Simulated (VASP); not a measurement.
# MgZn2Te3 (P3m1) in VASP: settings compared

The runs below take MgZn2Te3 through single point, with PBE, r2SCAN.

Everything below comes from runs of VASP 6.6.1. Logs are shortened: lines on timing, memory, paths and dates and some standing lists are left out, and cuts for length are marked.

**1. The cell of the first run**

The structure is trigonal, space group P3m1 (No. 156). The conventional cell has a = 4.440 Å, b = 4.440 Å, c = 10.941 Å, α = 90.00°, β = 90.00°, γ = 120.00°. Mg (site symmetry 3m) has 4 Te at 2.77 to 2.82 Å within 3.6 Å. Zn (site symmetry 3m) has 4 Te at 2.68 to 2.70 Å within 3.5 Å. Within 3.5 Å of Zn (site symmetry 3m) lie 4 Te at 2.67 to 2.71 Å. Te (site symmetry 3m) has 1 Zn at 2.68 Å and 3 Mg at 2.77 Å within 3.5 Å. Within 3.5 Å of Te (site symmetry 3m) lie 4 Zn at 2.67 to 2.70 Å. Te (site symmetry 3m) has 3 Zn at 2.71 Å and 1 Mg at 2.82 Å within 3.6 Å.

**2. Single point, PBE**

Input file INCAR:

```
SYSTEM = MgZn2Te3
ALGO = Normal
EDIFF = 1E-7
ENCUT = 520
GGA = PE
ISIF = 2
ISMEAR = 0
LASPH = .True.
LCHARG = .True.
LELF = .True.
LREAL = .False.
LVHAR = .True.
LWAVE = .False.
NBANDS = 31
NELM = 100
PREC = Accurate
SIGMA = 0.1
```

Input file KPOINTS:

```
k-points
0
Gamma
  6 6 2
  0 0 0
```

Input file POSCAR:

```
MgZn2Te3
1.0
    4.4395244000      0.0000000000      0.0000000000
   -2.2197622000      3.8447409000      0.0000000000
    0.0000000000      0.0000000000     10.9405494000
Mg Zn Te
1 2 3
Direct
    0.3333333000      0.6666667000      0.3346200000
    0.0000000000      0.0000000000      0.9946010000
    0.6666667000      0.3333333000      0.6721320000
    0.0000000000      0.0000000000      0.2394670000
    0.6666667000      0.3333333000      0.9165510000
    0.3333333000      0.6666667000      0.5926290000
```

Potentials or basis: VASP PAW PBE potentials, release 64 (Mg, Zn, Te).

Started as:

```
> cat potpaw_PBE.64/Mg/POTCAR potpaw_PBE.64/Zn/POTCAR potpaw_PBE.64/Te/POTCAR > POTCAR
> mpirun -np 1 vasp_std > vasp.out
```

OUTCAR:

```text
SYSTEM = MgZn2Te3
   EDIFF = 1E-7
   ENCUT = 520
   GGA = PE
   ISIF = 2
   ISMEAR = 0
   LASPH = .True.
   LREAL = .False.
   NELM = 100
   PREC = Accurate

 ion  position               nearest neighbor table
   1  0.333  0.667  0.335-   4 2.77   4 2.77   4 2.77   6 2.82
   2  0.000  0.000  0.995-   4 2.68   5 2.70   5 2.70   5 2.70
   3  0.667  0.333  0.672-   5 2.67   6 2.71   6 2.71   6 2.71
   4  0.000  0.000  0.239-   2 2.68   1 2.77   1 2.77   1 2.77
   5  0.667  0.333  0.917-   3 2.67   2 2.70   2 2.70   2 2.70
   6  0.333  0.667  0.593-   3 2.71   3 2.71   3 2.71   1 2.82

  LATTYP: Found a hexagonal cell.
 ALAT       =     4.4395244000
 C/A-ratio  =     2.4643516769

  Lattice vectors:

 A1 = (   4.4395244000,   0.0000000000,   0.0000000000)
 A2 = (  -2.2197622000,   3.8447409000,   0.0000000000)
 A3 = (   0.0000000000,   0.0000000000,  10.9405494000)

Analysis of symmetry for initial positions (statically):
=====================================================================
 Subroutine PRICEL returns:
 Original cell was already a primitive cell.

 Routine SETGRP: Setting up the symmetry group for a
 hexagonal supercell.

 Subroutine GETGRP returns: Found  6 space group operations
 (whereof  6 operations were pure point group operations)
 out of a pool of 24 trial point group operations.

The static configuration has the point symmetry C_3v.

Analysis of symmetry for dynamics (positions and initial velocities):
=====================================================================
 Subroutine PRICEL returns:
 Original cell was already a primitive cell.

 Routine SETGRP: Setting up the symmetry group for a
 hexagonal supercell.

 Subroutine GETGRP returns: Found  6 space group operations
 (whereof  6 operations were pure point group operations)
 out of a pool of 24 trial point group operations.

The dynamic configuration has the point symmetry C_3v.

 Subroutine INISYM returns: Found  6 space group operations
 (whereof  6 operations are pure point group operations),
 and found     1 'primitive' translations

----------------------------------------------------------------------------------------

                                     Primitive cell

  volume of cell :     186.7423

  direct lattice vectors                    reciprocal lattice vectors
     4.439524400  0.000000000  0.000000000     0.225249353  0.130047775  0.000000000
    -2.219762200  3.844740900  0.000000000     0.000000000  0.260095550  0.000000000
     0.000000000  0.000000000 10.940549400     0.000000000  0.000000000  0.091403088

  length of vectors
     4.439524400  4.439524390 10.940549400     0.260095550  0.260095550  0.091403088

  position of ions in fractional coordinates (direct lattice)
     0.333333300  0.666666700  0.334620000
     0.000000000  0.000000000  0.994601000
     0.666666700  0.333333300  0.672132000
     0.000000000  0.000000000  0.239467000
     0.666666700  0.333333300  0.916551000
     0.333333300  0.666666700  0.592629000

  ion indices of the primitive-cell ions
   primitive index   ion index
                 1           1
                 2           2
                 3           3
                 4           4
                 5           5
                 6           6

----------------------------------------------------------------------------------------

 KPOINTS: k-points

Automatic generation of k-mesh.
 Grid dimensions read from file:
 generate k-points for:    6    6    2

 Generating k-lattice:

  Cartesian coordinates                     Fractional coordinates (reciprocal lattice)
     0.037541559  0.021674629  0.000000000     0.166666667  0.000000000  0.000000000
     0.000000000  0.043349258  0.000000000     0.000000000  0.166666667  0.000000000
     0.000000000  0.000000000  0.045701544     0.000000000  0.000000000  0.500000000

  Length of vectors
     0.043349258  0.043349258  0.045701544

  Shift w.r.t. Gamma in fractional coordinates (k-lattice)
     0.000000000  0.000000000  0.000000000

 Subroutine IBZKPT returns following result:
 ===========================================

 Found     14 irreducible k-points:

 Following reciprocal coordinates:
            Coordinates               Weight
  0.000000  0.000000  0.000000      1.000000
  0.166667  0.000000  0.000000      6.000000
  0.333333  0.000000  0.000000      6.000000
  0.500000  0.000000  0.000000      3.000000
  0.166667  0.166667  0.000000      6.000000
  0.333333  0.166667  0.000000     12.000000
  0.333333  0.333333  0.000000      2.000000
  0.000000  0.000000  0.500000      1.000000
  0.166667  0.000000  0.500000      6.000000
  0.333333  0.000000  0.500000      6.000000
  0.500000  0.000000  0.500000      3.000000
  0.166667  0.166667  0.500000      6.000000
  0.333333  0.166667  0.500000     12.000000
  0.333333  0.333333  0.500000      2.000000
   k-points           NKPTS =     14   k-points in BZ     NKDIM =     14   number of bands    NBANDS=     31
   number of dos      NEDOS =    301   number of ions     NIONS =      6
   total plane-waves  NPLWV = 108864
   dimension x,y,z NGX =    36 NGY =   36 NGZ =   84
   dimension x,y,z NGXF=    72 NGYF=   72 NGZF=  168
   ions per type =               1   2   3
   NGX,Y,Z   is equivalent  to a cutoff of  13.48, 13.48, 12.76 a.u.
   NGXF,Y,Z  is equivalent  to a cutoff of  26.96, 26.96, 25.53 a.u.
 SYSTEM =  MgZn2Te3
   PREC   = accura    normal or accurate (medium, high low for compatibility)
   ISTART =      0    job   : 0-new  1-cont  2-samecut
   ICHARG =      2    charge: 1-file 2-atom 10-const
   ISPIN  =      1    spin polarized calculation?
   LNONCOLLINEAR =      F non collinear calculations
   LSORBIT =      F    spin-orbit coupling
   LASPH  =      T    aspherical Exc in radial PAW
   ENCUT  =  520.0 eV  38.22 Ry    6.18 a.u.   8.25  8.25 20.34*2*pi/ulx,y,z
   NELM   =    100;   NELMIN=  2; NELMDL= -5     # of ELM steps
   EDIFF  = 0.1E-06   stopping-criterion for ELM
   LREAL  =      F    real-space projection
   EDIFFG = 0.1E-05   stopping-criterion for IOM
   NSW    =      0    number of steps for IOM
   IBRION =     -1    ionic relax: 0-MD 1-quasi-New 2-CG
   NFREE  =      0    steps in history (QN), initial steepest desc. (CG)
   ISIF   =      2    stress and relaxation
   ISYM   =      2    0-nonsym 1-usesym 2-fastsym
   POTIM  = 0.5000    time-step for ionic-motion
   TEBEG  =    0.0;   TEEND  =   0.0 temperature during run
   PSTRESS=    0.0 pullay stress
   NELECT =      44.0000    total number of electrons
   NUPDOWN=      -1.0000    fix difference up-down
   EMIN   =  10.00;   EMAX   =-10.00  energy-range for DOS
   EFERMI =   0.00;   METHOD = LEGACY
   ISMEAR =     0;   SIGMA  =   0.10  broadening in eV -4-tet -1-fermi 0-gaus
   EFERMI_NEDOS =   21; number of points for ismear=-14 and -15
   IALGO  =     38    algorithm
   IMIX   =      4    mixing-type and parameters
     AMIX     =   0.40;   BMIX     =  1.00
     AMIX_MAG =   1.60;   BMIX_MAG =  1.00
  volume/ion in A,a.u.               =      31.12       210.03
  Fermi-wavevector in a.u.,A,eV,Ry     =   1.011140  1.910778 13.910666  1.022405
  Thomas-Fermi vector in A             =   2.144172
   LORBIT       =      0    0 simple, 1 ext, 2 COOP (PROOUT), +10 PAW based schemes
   GGA     = PE    functional components
   LHFCALC =     F    Hartree Fock is set to
   AEXX    =    0.0000 exact exchange contribution
   IVDW    =     0    specifies the selected vdW correction
   LEPSILON=     F    determine dielectric tensor
   LRPA    =     F    only Hartree local field effects (RPA)
 non-spin polarized calculation
 Gauss-broadening in eV      SIGMA  =   0.10
  energy-cutoff  :      520.00
  volume of cell :      186.74
 maximum number of plane-waves:      5080
 NGX is ok and might be reduce to    36
   NGX = 17   NGY = 17   NGZ = 41

 number of electron      43.9999974 magnetization

 Free energy of the ion-electron system (eV)
  ---------------------------------------------------
  ext. energy  EPLUGINS =         0.00000000
  ---------------------------------------------------
  free energy    TOTEN  =       -16.68757995 eV

  energy without entropy =      -16.68757995  energy(sigma->0) =      -16.68757995

 E-fermi :   2.9259     XC(G=0):  -8.4128

 val. band max:        2.4565742412   @ k =   0.0000   0.0000   0.0000
 cond. band min:       3.6720834857   @ k =   0.0000   0.0000   0.0000
 fundamental gap:      1.2155092445
 Fermi energy:         2.9259435506

 k-point     1 :       0.0000    0.0000    0.0000
  band No.  band energies     occupation
      1      -8.6613      2.00000
      2      -8.1760      2.00000
      3      -7.9417      2.00000
      4      -4.0968      2.00000
      5      -4.0968      2.00000
      6      -4.0647      2.00000
[... 23 lines left out ...]
     30       7.6441      0.00000
     31       8.0203      0.00000

 k-point     2 :       0.1667    0.0000    0.0000
  band No.  band energies     occupation
      1      -8.5221      2.00000
      2      -8.0729      2.00000
      3      -7.8457      2.00000
      4      -4.0829      2.00000
      5      -4.0813      2.00000
      6      -4.0593      2.00000
[... 23 lines left out ...]
     30       7.8323      0.00000
     31       8.1592      0.00000

 k-point     3 :       0.3333    0.0000    0.0000
  band No.  band energies     occupation
      1      -8.1904      2.00000
      2      -7.8643      2.00000
      3      -7.6410      2.00000
      4      -4.0567      2.00000
      5      -4.0531      2.00000
      6      -4.0225      2.00000
[... 23 lines left out ...]
     30       8.3998      0.00000
     31       8.6417      0.00000

 k-point     4 :       0.5000    0.0000    0.0000
  band No.  band energies     occupation
      1      -7.9670      2.00000
      2      -7.7834      2.00000
      3      -7.5308      2.00000
      4      -4.0501      2.00000
      5      -4.0414      2.00000
      6      -4.0052      2.00000
[... 295 lines left out ...]
     30       8.3768      0.00000
     31       8.5407      0.00000

 k-point    13 :       0.3333    0.1667    0.5000
  band No.  band energies     occupation
      1      -7.9748      2.00000
      2      -7.7810      2.00000
      3      -7.5333      2.00000
      4      -4.0462      2.00000
      5      -4.0352      2.00000
      6      -4.0154      2.00000
[... 23 lines left out ...]
     30       8.4564      0.00000
     31       8.7403      0.00000

 k-point    14 :       0.3333    0.3333    0.5000
  band No.  band energies     occupation
      1      -7.8600      2.00000
      2      -7.7239      2.00000
      3      -7.4956      2.00000
      4      -4.0378      2.00000
      5      -4.0252      2.00000
      6      -4.0167      2.00000
[... 23 lines left out ...]
     30       8.4253      0.00000
     31       9.1137      0.00000

------------------------ aborting loop because EDIFF is reached ----------------------------------------

  FORCE on cell =-STRESS in cart. coord.  units (eV):
  Direction    XX          YY          ZZ          XY          YZ          ZX
  --------------------------------------------------------------------------------------
  -------------------------------------------------------------------------------------
  Total        0.0457946      0.0457946      0.0389076     -0.0000000      0.0000000      0.0000000
  in kB        0.3929003      0.3929003      0.3338125     -0.0000000      0.0000000      0.0000000
  external PRESSURE =       0.3732044 kB  Pullay stress =       0.0000000 kB

 VOLUME and BASIS-vectors are now :
 -----------------------------------------------------------------------------
  energy-cutoff  :      520.00
  volume of cell :      186.74
      direct lattice vectors                 reciprocal lattice vectors
     4.439524400  0.000000000  0.000000000     0.225249353  0.130047775  0.000000000
    -2.219762200  3.844740900  0.000000000     0.000000000  0.260095550  0.000000000
     0.000000000  0.000000000 10.940549400     0.000000000  0.000000000  0.091403088

 POSITION                                       TOTAL-FORCE (eV/Angst)
 -----------------------------------------------------------------------------------
     -0.00000      2.56316      3.66093        -0.000000      0.000000      0.002002
      0.00000      0.00000     10.88148        -0.000000      0.000000     -0.001513
      2.21976      1.28158      7.35349         0.000000      0.000000     -0.000616
      0.00000      0.00000      2.61990        -0.000000      0.000000      0.010668
      2.21976      1.28158     10.02757        -0.000000     -0.000000     -0.000476
     -0.00000      2.56316      6.48369        -0.000000     -0.000000     -0.010066
 -----------------------------------------------------------------------------------
    total drift:                               -0.000061      0.000035      0.000457

  FREE ENERGIE OF THE ION-ELECTRON SYSTEM (eV)
  ---------------------------------------------------
  free  energy   TOTEN  =       -16.6875799519 eV

  energy  without entropy=      -16.6875799519  energy(sigma->0) =      -16.68757995
```

It took 4.1 min on 1 thread of AMD EPYC, shared host; peak memory 0.33 GiB.

Results:

```yaml
Free_energy: -16.6876 eV
Pressure: 0.0 GPa
Largest_force: 0.011 eV/Å
Band_gap_on_the_k_mesh: 1.22 eV
```

Forces on the atoms (eV/Å):
```
Mg   0.000  0.000  0.002
Zn   0.000  0.000 -0.002
Zn   0.000  0.000 -0.001
Te   0.000  0.000  0.011
Te   0.000  0.000  0.000
Te   0.000  0.000 -0.010
```

Caveat: spin-orbit coupling is left out, which moves the levels of the heavy elements.

[end of part 1 of 2]
